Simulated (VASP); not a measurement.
Ti3O4: single point with PBEsol

The system is Ti3O4.

```
CELL_PARAMETERS angstrom
2.98564 -4.03035 0.00000
2.98564 4.03035 0.00000
0.00000 0.00000 2.96903
ATOMIC_POSITIONS crystal
Ti 0.00000 0.00000 0.50000
Ti 0.50000 0.00000 0.00000
Ti 0.00000 0.50000 0.00000
O 0.76278 0.76278 0.00000
O 0.25888 0.74112 0.50000
O 0.23722 0.23722 0.00000
O 0.74112 0.25888 0.50000
```

This cell differs from its parent crystal: strain +0.0250 x Voigt [1, 0, 0, 0, 0, 0].

```
Program                : VASP 6.6.1
Task                   : single point
Functional             : PBEsol
Potentials or basis    : VASP PAW PBE potentials, release 64 (Ti_sv, O)
Cutoff                 : 520 eV
k mesh                 : 8 × 8 × 14
Occupations            : gaussian, width 0.15 eV
Spin                   : no spin polarisation
Dipole correction      : no
Further INCAR settings : ALGO = Normal; EDIFF = 1e-07; NBANDS = 39
```

| Property | Result |
| --- | --- |
| Pressure | -4.5 GPa |
| Largest force | 0.307 eV/Å |
| Band gap on the k mesh | zero (bands 30 and 31 overlap by 1.13 eV) |

Forces in eV/Å, atoms in the order of the input:
```
Ti   0.000  0.000  0.000
Ti   0.000  0.000  0.000
Ti   0.000  0.000  0.000
O    0.307  0.000  0.000
O    0.000  0.056  0.000
O   -0.307  0.000  0.000
O    0.000 -0.056  0.000
```

Stress tensor (GPa, compression positive):
```
-7.63  0.00  0.00
 0.00 -1.71  0.00
 0.00  0.00 -4.25
```

Levels at points of the mesh, in eV from the Fermi level:
```csv
k point,band 28,band 29,band 30,band 31,band 32,band 33
"(0.00, 0.00, 0.00)",-3.93,-2.52,-0.33,-0.12,0.37,0.83
"(0.50, 0.00, 0.00)",-4.08,-0.82,-0.64,0.24,0.39,0.53
"(0.50, 0.50, 0.00)",-4.64,-2.25,0.00,0.67,0.74,0.98
"(0.00, 0.00, 0.50)",-5.10,0.53,0.59,0.65,0.69,0.71
"(0.50, 0.00, 0.50)",-4.59,-0.81,-0.66,0.41,0.49,1.68
"(0.50, 0.50, 0.50)",-4.79,-2.30,-2.00,1.34,1.45,1.63
```

Run time: 4.8 min on 1 thread of Intel(R) Xeon(R) 6975P-C (Granite Rapids), with other jobs on the host, peak memory 0.45 GiB.

Caveat: the cell differs from its parent crystal (strain +0.0250 x Voigt [1, 0, 0, 0, 0, 0]); the stress differs along the axes, from -8 to -2 GPa; the PAW data sets were made with another functional, which shifts forces and pressure a little; semilocal functionals often make such compounds metallic where correlation or magnetic order opens a gap, which also shifts bond lengths.
